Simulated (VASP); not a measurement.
Input of a VASP 6.6.1 run:

INCAR

```
SYSTEM = Rh
  PREC = Accurate
  ENCUT = 520
  EDIFF = 1E-6
  ISMEAR = 1
  SIGMA = 0.1
  LREAL = .False.
  LASPH = .True.
  NELM = 100
  ALGO = Normal
  ISIF = 2
  LWAVE = .False.
  LCHARG = .True.
  LELF = .True.
  LVHAR = .True.
  NBANDS = 22
```

Contents of KPOINTS:

```
Automatic mesh
0
Gamma
  8 8 5
  0 0 0
```

File POSCAR:

```
Rh
1.0
    2.6935700000      0.0175500000     -0.0015500000
   -1.3315900000      2.3648000000      0.0252000000
   -0.0025100000      0.0457300000      4.3786300000
Rh
2
Direct
    0.6694992696      0.3371280461      0.7370118684
    0.3456700000      0.6856400000      0.2618800000
```

Potentials or basis: VASP PAW LDA potentials, release 64 (Rh_pv).

Command:

```bash
$ cat potpaw_LDA.64/Rh_pv/POTCAR > POTCAR
$ mpirun -np 1 vasp_std > vasp.out
```

**Question.** What does it give for the pressure?

**Answer.** -11.6 GPa.

**Question.** Estimate the band gap on the k mesh.

**Answer.** Zero (band 15 reaches 12.08 eV, above the bottom of band 16 at 10.05 eV).

Stress tensor (GPa, compression positive):
```
-10.00  -1.66   0.44
 -1.66 -13.71  -0.73
  0.44  -0.73 -10.97
```

Caveat: forces of over 1 eV/Å act on the atoms, so gaps and moduli don't describe the material at rest.
